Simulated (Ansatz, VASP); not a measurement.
## Two plane-wave programs on Zr

Contents of INCAR:

```
SYSTEM = Zr
  PREC = Accurate
  ENCUT = 520
  EDIFF = 1E-6
  ISMEAR = 0
  SIGMA = 0.1
  LREAL = .FALSE.
  LASPH = .TRUE.
  NELM = 100
  ALGO = Normal
  ISIF = 2
  LWAVE = .FALSE.
  LCHARG = .FALSE.
  GGA = CA
  NBANDS = 32
```

The input KPOINTS:

```
regular mesh
0
G
  6 6 2
  0 0 0
```

Contents of POSCAR:

```
Zr
1.0
    5.1760943892      0.0000000000      0.0000000000
   -2.5880471946      4.4826292334      0.0000000000
    0.0000000000      0.0000000000      8.5621484538
Zr
4
Direct
    0.3333333333      0.6666666667      0.0630332895
    0.6666666667      0.3333333333      0.5630332895
    0.3333333333      0.6666666667      0.4369667105
    0.6666666667      0.3333333333      0.9369667105
```

Input for Ansatz:

```yaml
crystal:
  lattice:
    - [5.1760943892, 0.0, 0.0]
    - [-2.5880471946, 4.4826292334, 0.0]
    - [0.0, 0.0, 8.5621484538]
  atoms:
    - { symbol: Zr, position: [0.3333333333, 0.6666666667, 0.0630332895] }
    - { symbol: Zr, position: [0.6666666667, 0.3333333333, 0.5630332895] }
    - { symbol: Zr, position: [0.3333333333, 0.6666666667, 0.4369667105] }
    - { symbol: Zr, position: [0.6666666667, 0.3333333333, 0.9369667105] }
basis:
  ecutwfc: 420
kpoints:
  mp_grid: { grid: [6, 6, 2] }
hamiltonian:
  xc: lda
scf:
  occupations: { method: gaussian, width: 0.1 }
output:
  forces: true
  stress: true
  eigenvalues: true
```

Alike in both runs: task single point; functional LDA; k mesh 6 × 6 × 2; occupations gaussian, width 0.1 eV; no spin polarisation.

|  | VASP | Ansatz |
| --- | --- | --- |
| version | VASP 6.6.1 | Ansatz 0.2.0 |
| potentials or method | VASP PAW LDA potentials, release 64 (Zr_sv), cutoff 520 eV | scalar-relativistic, plane waves, PAW |
| valence electrons in the cell | 48 | 48 |

```tsv
	VASP	Ansatz	Ansatz less VASP
gap on the k mesh at the Fermi level (eV)	none	none	-
pressure (GPa)	-8.2	-8.2	+0.03
traceless stress, the component that is largest in VASP (GPa)	-0.23	-0.23	+0.003
rms of the force components (eV/Å)	0.051	0.052	+0.0006
```

LDA's correlation is that of Perdew and Zunger in VASP and of Perdew and Wang (1992) in Ansatz. Atom by atom the forces differ by 0.001 eV/Å (rms over components). A gap of «none» marks a metal or a gap that the smearing closes.

The k mesh is coarse, so the values compare programs but aren't converged.
